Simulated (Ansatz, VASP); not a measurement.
# B2Ru3 in VASP and in Ansatz

```xyz
5
Lattice="3.8003 0.0000 0.0000 0.0000 3.8003 0.0000 0.0000 0.0000 3.7423" Properties=species:S:1:pos:R:3 pbc="T T T"
B     1.9001    1.9001    0.9471
B     1.9001    1.9001    2.7952
Ru    0.0000    0.0000    0.0000
Ru    0.0000    1.9001    0.0000
Ru    1.9001    0.0000    0.0000
```

Alike in both runs: task relaxation of cell and atoms; functional PBE; k mesh 4 × 4 × 4; occupations gaussian, width 0.1 eV; no spin polarisation.

|  | VASP | Ansatz |
| --- | --- | --- |
| version | VASP 6.6.1 | Ansatz 0.2.0 |
| potentials or method | VASP PAW PBE potentials, release 64 (B, Ru_pv), cutoff 600 eV | scalar-relativistic, plane waves, PAW |
| valence electrons in the cell | 48 | 54 |

|  | VASP | Ansatz | Ansatz less VASP |
| --- | --- | --- | --- |
| gap on the k mesh at the Fermi level, each at its own relaxed structure (eV) | none | none | - |
| relaxed volume (Å³/atom) | 13.32 | 13.33 | +0.006 |
| relaxed length of the cell vector where the two differ most in proportion (Å) | 3.047 | 3.051 | +0.0042 |

A gap of «none» marks a metal or a gap that the smearing closes. VASP's potentials hold 48 valence electrons a cell and Ansatz's 54, so a difference there can come from the potentials and not from the codes.

The k mesh is coarse, so the values compare programs but aren't converged. Noted on VASP's run: the volume moved by over 15 % at a fixed basis, so the end points are rough; too few bands were computed for a metal, which touches its energy and stress.
